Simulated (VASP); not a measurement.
**Pd: relaxation of shape and atoms at fixed volume with PBE**

The system is Pd.

```xyz
2
Lattice="-2.3742 2.3742 1.2743 2.3742 -2.3742 1.2743 2.3742 2.3742 -1.2743" Properties=species:S:1:pos:R:3 pbc="T T T"
Pd    0.0000   -1.1871   -0.3186
Pd    0.0000    1.1871    0.3186
```

| Item | Value |
| --- | --- |
| Program | VASP 6.6.1 |
| Task | relaxation of shape and atoms at fixed volume |
| Functional | PBE |
| Potentials or basis | VASP PAW PBE potentials, release 64 (Pd) |
| Cutoff | 600 eV |
| k mesh | 16 × 16 × 16 |
| Occupations | fermi-dirac, width 0.05 eV |
| Spin | no spin polarisation |
| Dipole correction | no |
| Further INCAR settings | ALGO = Normal; EDIFF = 1e-06; IBRION = 2; EDIFFG = -0.005; NSW = 50; ISIF = 4 |

```yaml
Energy_gained_by_relaxing: 0.0 meV/atom
Ionic_steps: 3
Pressure_after_relaxing: 33.5 GPa
Band_gap_on_the_k_mesh: zero (bands 10 and 11 overlap by 1.43 eV)
```

Final structure:
```yaml
crystal:
  lattice:
    - [-2.37345, 2.37345, 1.27512]
    - [2.37345, -2.37345, 1.27512]
    - [2.37345, 2.37345, -1.27512]
  atoms:
    - { symbol: Pd, position: [0.62500, 0.87500, 0.75000] }
    - { symbol: Pd, position: [0.37500, 0.12500, 0.25000] }
```

Levels at points of the mesh, in eV from the Fermi level:
```tsv
k point	band 6	band 7	band 8	band 9	band 10	band 11	band 12	band 13	band 14
(0.00, 0.00, 0.00)	-1.42	-1.42	-1.37	-1.37	0.08	1.08	6.51	6.51	14.71
(0.50, 0.00, 0.00)	-2.64	-1.21	-1.14	-0.34	-0.19	2.64	6.35	8.43	9.07
(0.50, 0.50, 0.00)	-3.56	-1.60	-1.60	-0.71	-0.71	-0.28	-0.28	13.13	13.13
(0.50, 0.50, 0.50)	-1.97	-1.21	-1.21	-1.14	-1.14	0.00	0.00	6.37	6.37
```

It took 4.3 min on 1 thread of Oxide Virtual Turin-like Processor (shared host), peak memory 0.26 GiB.
